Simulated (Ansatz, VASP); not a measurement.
# Two plane-wave programs on Ga2SbP

POSCAR

```
Ga2SbP
1.0
    4.0926218747      0.0000000000      0.0000000000
    0.0000000000      4.0926218747      0.0000000000
    0.0000000000      0.0000000000      5.8034925813
P Ga Sb
1 2 1
Direct
    0.0000000000      0.0000000000      0.0000000000
    0.0000000000      0.5000000000      0.7759653733
    0.5000000000      0.0000000000      0.2240346267
    0.5000000000      0.5000000000      0.5000000000
```

The input INCAR.step1:

```
SYSTEM = Ga2SbP
PREC     = Accurate       ! precision mode
ENCUT    = 520            ! plane-wave cutoff, eV
EDIFF    = 1E-5           ! SCF threshold, eV
ISMEAR   = -1             ! smearing method
SIGMA    = 0.02           ! smearing width, eV
LREAL    = .FALSE.        ! projectors in reciprocal space
LASPH    = .TRUE.         ! aspherical terms in the spheres
NELM     = 80             ! most SCF steps
ALGO     = Normal         ! electronic algorithm
ISIF     = 2              ! what is computed and relaxed
LWAVE    = .TRUE.         ! write WAVECAR
LCHARG   = .FALSE.        ! write CHGCAR
GGA      = PE             ! functional
NBANDS   = 26             ! bands
```

INCAR.step2

```
SYSTEM = Ga2SbP
PREC     = Accurate       ! precision mode
ENCUT    = 520            ! plane-wave cutoff, eV
EDIFF    = 1E-7           ! SCF threshold, eV
ISMEAR   = -1             ! smearing method
SIGMA    = 0.02           ! smearing width, eV
LREAL    = .FALSE.        ! projectors in reciprocal space
LASPH    = .TRUE.         ! aspherical terms in the spheres
NELM     = 80             ! most SCF steps
ALGO     = Normal         ! electronic algorithm
ISIF     = 2              ! what is computed and relaxed
LWAVE    = .FALSE.        ! write WAVECAR
LCHARG   = .FALSE.        ! write CHGCAR
GGA      = PE             ! functional
LHFCALC  = .TRUE.         ! exact exchange
HFSCREEN = 0.2079         ! screening, 1/A
PRECFOCK = Normal       
ISTART   = 1            
NBANDS   = 26             ! bands
```

The input KPOINTS:

```
regular mesh
0
G
  4 4 2
  0 0 0
```

Input for Ansatz:

```yaml
crystal:
  lattice:
    - [4.0926218747, 0.0, 0.0]
    - [0.0, 4.0926218747, 0.0]
    - [0.0, 0.0, 5.8034925813]
  atoms:
    - { symbol: P, position: [0.0, 0.0, 0.0] }
    - { symbol: Ga, position: [0.0, 0.5, 0.7759653733] }
    - { symbol: Sb, position: [0.5, 0.5, 0.5] }
    - { symbol: Ga, position: [0.5, 0.0, 0.2240346267] }
kpoints:
  mp_grid: { grid: [4, 4, 2] }
hamiltonian:
  xc: hse06
scf:
  occupations: { method: fermi_dirac, width: 0.02 }
  n_extra_bands: 5
output:
  forces: true
  stress: true
  eigenvalues: true
  write_density: true
  write_potential: true
  elf: true
  volumetric_format: npy
```

Alike in both runs: task single point; functional HSE06; k mesh 4 × 4 × 2; occupations fermi-dirac, width 0.02 eV; no spin polarisation.

|  | VASP | Ansatz |
| --- | --- | --- |
| version | VASP 6.6.1 | Ansatz 0.2.0 |
| potentials or method | VASP PAW PBE potentials, release 64 (P, Ga_d, Sb) | plane waves, PAW |
| plane-wave cutoff (eV) | 520 | 420 |
| valence electrons in the cell | 36 | 46 |

Ansatz gave:

```
gap on the k mesh at the Fermi level (eV) : 0.86
pressure (GPa)                            : 0.4
rms of the force components (eV/Å)        : 0.005
```

Problem. What did VASP give for the same quantities?

Solution. gap on the k mesh at the Fermi level (eV): 0.88; pressure (GPa): 0.0; rms of the force components (eV/Å): 0.026.

VASP's potentials hold 36 valence electrons a cell and Ansatz's 46, so a difference there can come from the potentials and not from the codes. Ansatz's warnings: stress exchange threshold loose, stress scf threshold loose.

The k mesh is coarse, so the values compare programs but aren't converged. Spin-orbit coupling is off throughout.
